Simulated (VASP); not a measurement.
# BaTiO3 in VASP: further runs, part 2 of 2

VASP 6.6.1.

### Step 3. Single point, LDA

The input, INCAR:

```
SYSTEM = BaTiO3
PREC = Accurate ; ENCUT = 600
EDIFF = 1E-6 ; ISMEAR = -1
SIGMA = 0.05 ; LREAL = .FALSE.
LASPH = .TRUE. ; NELM = 120
ALGO = Normal ; ISIF = 2
LWAVE = .FALSE. ; LCHARG = .FALSE.
GGA = CA ; NBANDS = 51
GGA_COMPAT = .FALSE.
```

The input, KPOINTS:

```
regular mesh
0
G
  7 5 5
  0 0 0
```

The input, POSCAR:

```
BaTiO3
1.0
   -0.0025059602      0.0023915655     -3.9443109294
    3.9418366675      3.9436689902     -0.0002961557
    3.9466866045     -3.9483243939      0.0044067802
Ba Ti O
2 2 6
Direct
    1.0046548549      0.0000802174     -0.0047488987
    1.0046564792      0.5000786440      0.4952521626
    0.5133084036      0.5001952917      0.9864579225
    0.5133171647      1.0001948870      0.4864582966
    0.9912234553      0.4999467819      1.0046968641
   -0.0087784823      0.9999454595      0.5046943957
    0.4954338418      0.2477529761      0.2568263539
    0.4954295679      0.7477527040      0.7568271838
    0.4953749034      0.2520268103      0.7567676704
    0.4953798116      0.7520262279      0.2567680391
```

Potentials or basis: VASP PAW LDA potentials, release 64 (Ba_sv, Ti_sv, O).

Command:

```
> cat potpaw_LDA.64/Ba_sv/POTCAR potpaw_LDA.64/Ti_sv/POTCAR potpaw_LDA.64/O/POTCAR > POTCAR
> mpirun -np 1 vasp_std > vasp.out
```

OUTCAR:

```text
SYSTEM = BaTiO3
   PREC = Accurate
   ENCUT = 600
   EDIFF = 1E-6
   ISMEAR = -1
   LREAL = .FALSE.
   LASPH = .TRUE.
   NELM = 120
   ISIF = 2
   GGA = CA

 ion  position               nearest neighbor table
   1  0.005  0.000  0.995-   6 2.74   9 2.74   8 2.74   9 2.79   5 2.79   8 2.79   7 2.79   5 2.79
                            10 2.79   7 2.84  10 2.84   6 2.84   4 3.36   4 3.40   3 3.40   3 3.40
   2  0.005  0.500  0.495-   5 2.74  10 2.74   7 2.74  10 2.79   6 2.79   7 2.79   8 2.79   6 2.79
                             9 2.79   8 2.84   9 2.84   5 2.84   3 3.36   3 3.40   4 3.40   4 3.40
   3  0.513  0.500  0.986-   8 1.89   9 1.89   5 1.89   5 2.06  10 2.06   7 2.07   2 3.36   2 3.40
                             1 3.40   1 3.40   1 3.43   1 3.44   2 3.44   2 3.48
   4  0.513  0.000  0.486-   7 1.89  10 1.89   6 1.89   6 2.06   9 2.06   8 2.07   1 3.36   1 3.40
                             2 3.40   2 3.40   2 3.43   2 3.44   1 3.44   1 3.48
   5  0.991  0.500  0.005-   3 1.89   3 2.06   2 2.74   1 2.79   1 2.79   2 2.84
   6  0.991  1.000  0.505-   4 1.89   4 2.06   1 2.74   2 2.79   2 2.79   1 2.84
   7  0.495  0.248  0.257-   4 1.89   3 2.07   2 2.74   2 2.79   1 2.79   1 2.84
   8  0.495  0.748  0.757-   3 1.89   4 2.07   1 2.74   1 2.79   2 2.79   2 2.84
   9  0.495  0.252  0.757-   3 1.89   4 2.06   1 2.74   1 2.79   2 2.79   2 2.84
  10  0.495  0.752  0.257-   4 1.89   3 2.06   2 2.74   2 2.79   1 2.79   1 2.84

  LATTYP: Found a triclinic cell.
 ALAT       =     6.8408077049
 B/A-ratio  =     0.5765857806
 C/A-ratio  =     0.8150930303
 COS(alpha) =     0.0000328097
 COS(beta)  =     0.0003778717
 COS(gamma) =     0.5779464745

  Lattice vectors:

 A1 = (   3.9491925647,  -3.9507159594,   3.9487177096)
 A2 = (   0.0025059602,  -0.0023915655,   3.9443109294)
 A3 = (  -3.9418366675,  -3.9436689902,   0.0002961557)

Analysis of symmetry for initial positions (statically):
=====================================================================
 Subroutine PRICEL returns:
 Original cell was already a primitive cell.

 Routine SETGRP: Setting up the symmetry group for a
 triclinic supercell.

 Subroutine GETGRP returns: Found  1 space group operations
 (whereof  1 operations were pure point group operations)
 out of a pool of  2 trial point group operations.

[... 162 lines left out ...]
  energy-cutoff  :      600.00
  volume of cell :      122.78
 maximum number of plane-waves:      4135
   NGX = 15   NGY = 23   NGZ = 23

 number of electron      80.0000002 magnetization

 Free energy of the ion-electron system (eV)
  ---------------------------------------------------
  ext. energy  EPLUGINS =         0.00000000
  ---------------------------------------------------
  free energy    TOTEN  =       -88.33133492 eV

  energy without entropy =      -88.33133492  energy(sigma->0) =      -88.33133492

 E-fermi :   4.8813     XC(G=0): -11.9542

 val. band max:        3.8269055625   @ k =   0.4286  -0.0000   0.0000
 cond. band min:       5.9206144122   @ k =   0.0000   0.0000   0.0000
 fundamental gap:      2.0937088497
 Fermi energy:         4.8812792604

 k-point     1 :       0.0000    0.0000    0.0000
  band No.  band energies     occupation
      1     -51.6952      2.00000
      2     -51.6923      2.00000
      3     -28.4247      2.00000
      4     -28.4197      2.00000
      5     -28.3620      2.00000
      6     -28.3611      2.00000
[... 1285 lines left out ...]
     50      10.6627      0.00000
     51      10.7420      0.00000

 [... further k-points ...]

------------------------ aborting loop because EDIFF is reached ----------------------------------------

  FORCE on cell =-STRESS in cart. coord.  units (eV):
  Direction    XX          YY          ZZ          XY          YZ          ZX
  --------------------------------------------------------------------------------------
  -------------------------------------------------------------------------------------
  Total        1.7996987      1.7835733      1.7909997      0.0141150      0.0139684     -0.0133758
  in kB       23.4848221     23.2743971     23.3713065      0.1841905      0.1822778     -0.1745455
  external PRESSURE =      23.3768419 kB  Pullay stress =       0.0000000 kB

 VOLUME and BASIS-vectors are now :
 -----------------------------------------------------------------------------
  energy-cutoff  :      600.00
  volume of cell :      122.78
      direct lattice vectors                 reciprocal lattice vectors
    -0.002505960  0.002391566 -3.944310929     0.000132023 -0.000151000 -0.253529884
     3.941836668  3.943668990 -0.000296156     0.126841265  0.126788646 -0.000003711
     3.946686604 -3.948324394  0.004406780     0.126691788 -0.126632936 -0.000157273

 POSITION                                       TOTAL-FORCE (eV/Angst)
 -----------------------------------------------------------------------------------
      3.92825     -3.92925     -0.01397         0.019438     -0.020277      0.019282
      3.92582      0.01674     -0.01633         0.019392     -0.020053      0.019311
      5.86364     -1.92102     -2.02045         0.049599     -0.051138      0.049525
      1.91938     -1.91870     -2.02254         0.049358     -0.050933      0.049688
      1.98676      1.95545     -3.90982        -0.008322      0.008592     -0.052801
      5.93101      1.95313     -3.90776        -0.008213      0.008535     -0.052948
      1.98897     -0.03579     -1.95309        -0.007909      0.054398     -0.007931
      5.93324     -0.03813     -1.95101        -0.007901      0.054412     -0.008056
      3.97893     -1.99287     -1.95065        -0.052692      0.008222     -0.008112
      3.97651      1.95312     -1.95302        -0.052750      0.008242     -0.007959
 -----------------------------------------------------------------------------------
    total drift:                               -0.000130      0.000254      0.000767

  FREE ENERGIE OF THE ION-ELECTRON SYSTEM (eV)
  ---------------------------------------------------
  free  energy   TOTEN  =       -88.3313349234 eV

  energy  without entropy=      -88.3313349233  energy(sigma->0) =      -88.33133492
```

OSZICAR:

```text
N       E                     dE             d eps       ncg     rms          rms(c)
DAV:   1     0.106378422367E+04    0.10638E+04   -0.43584E+04  8976   0.190E+03
DAV:   2     0.589435162679E+02   -0.10048E+04   -0.94025E+03  9755   0.524E+02
DAV:   3    -0.984366590371E+02   -0.15738E+03   -0.15325E+03 11605   0.193E+02
DAV:   4    -0.108543264758E+03   -0.10107E+02   -0.10084E+02 13629   0.462E+01
DAV:   5    -0.108998546700E+03   -0.45528E+00   -0.45502E+00 12341   0.841E+00    0.340E+01
DAV:   6    -0.883870107114E+02    0.20612E+02   -0.11038E+02 13494   0.755E+01    0.143E+01
DAV:   7    -0.886958085575E+02   -0.30880E+00   -0.21538E+01 12892   0.265E+01    0.100E+01
DAV:   8    -0.883283888482E+02    0.36742E+00   -0.19810E+00 12953   0.108E+01    0.362E+00
DAV:   9    -0.883429463512E+02   -0.14558E-01   -0.48806E-01 11199   0.340E+00    0.131E+00
DAV:  10    -0.883405399750E+02    0.24064E-02   -0.18769E-01 12346   0.227E+00    0.868E-01
DAV:  11    -0.883321817183E+02    0.83583E-02   -0.37841E-02 13476   0.143E+00    0.249E-01
DAV:  12    -0.883314847214E+02    0.69700E-03   -0.37377E-03 11838   0.467E-01    0.841E-02
DAV:  13    -0.883315797670E+02   -0.95046E-04   -0.19961E-03 13537   0.366E-01    0.136E-01
DAV:  14    -0.883313338029E+02    0.24596E-03   -0.69246E-04 12605   0.211E-01    0.177E-02
DAV:  15    -0.883313350714E+02   -0.12685E-05   -0.78116E-05 11296   0.449E-02    0.732E-03
DAV:  16    -0.883313349234E+02    0.14801E-06   -0.28796E-06  9212   0.115E-02
   1 F= -.88331335E+02 E0= -.88331335E+02  d E =-.146165E-09
```

stdout:

```text
POSCAR found type information on POSCAR BaTiO
 POSCAR found :  3 types and      10 ions
 scaLAPACK will be used
 LDA part: xc-table for (Slater(with rela. corr.)+CA(PZ))
 , standard interpolation
 POSCAR, INCAR and KPOINTS ok, starting setup
 FFT: planning ... GRIDC
 FFT: planning ... GRID_SOFT
 FFT: planning ... GRID
 WAVECAR not read
 entering main loop
```

It took 16 min on 1 thread of Oxide Virtual Turin-like, shared host; peak memory 0.58 GiB.

Results:

| Property | Result |
| --- | --- |
| Free energy | -88.3313 eV |
| Pressure | 2.3 GPa |
| Largest force | 0.087 eV/Å |
| Band gap on the k mesh | 2.09 eV |

Forces on the atoms (eV/Å):
```
Ba   0.019 -0.020  0.019
Ba   0.019 -0.020  0.019
Ti   0.050 -0.051  0.050
Ti   0.049 -0.051  0.050
O   -0.008  0.009 -0.053
O   -0.008  0.009 -0.053
O   -0.008  0.054 -0.008
O   -0.008  0.054 -0.008
O   -0.053  0.008 -0.008
O   -0.053  0.008 -0.008
```

Caveat: spin-orbit coupling is left out, which moves the levels of the heavy elements.
